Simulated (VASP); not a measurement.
Here is a VASP 6.6.1 calculation.

INCAR

```
  PREC = Accurate
  ENCUT = 520
  EDIFF = 1E-6
  ISMEAR = 1
  SIGMA = 0.0493
  LREAL = False
  LASPH = True
  NELM = 100
  ALGO = Normal
  ISIF = 2
  LWAVE = False
  LCHARG = False
  GGA = PS
  NBANDS = 46
```

KPOINTS

```
Automatic mesh
0
Gamma
  5 5 2
```

File POSCAR:

```
ZnS
1.0
    1.9370190000      3.3550140000      0.0000000000
   -1.9370190000      3.3550140000      0.0000000000
    0.0000000000      0.0000000000     12.6561380000
Zn S
4 4
Direct
    0.0000000000      0.0000000000      0.0000000000
    0.0000000000      0.0000000000      0.5000000000
    0.3333300000      0.3333400000      0.2500000000
    0.6666600000      0.6666700000      0.7500000000
    0.0000000000      0.0000000000      0.1875000000
    0.0000000000      0.0000000000      0.6875000000
    0.3333300000      0.3333400000      0.4375000000
    0.6666600000      0.6666700000      0.9375000000
```

Potentials or basis: VASP PAW PBE potentials, release 64 (Zn, S).

Run with:

```sh
$ cat potpaw_PBE.64/Zn/POTCAR potpaw_PBE.64/S/POTCAR > POTCAR
$ mpirun -np 1 vasp_std > vasp.out
```

Estimate the band gap on the k mesh.

1.84 eV, direct.

Predict the pressure.

-4.4 GPa.

Predict the largest force.

0.025 eV/Å.

Forces in eV/Å, atoms in the order of the input:
```
Zn   0.000  0.000  0.004
Zn   0.000  0.000  0.004
Zn   0.000  0.000 -0.004
Zn   0.000  0.000 -0.004
S    0.000  0.000 -0.025
S    0.000  0.000 -0.025
S    0.000  0.000  0.025
S    0.000  0.000  0.025
```

Caveat: the PAW data sets were made with another functional, which shifts forces and pressure a little. Expect the measured gap to be larger: semilocal functionals such as PBEsol lack the derivative discontinuity.
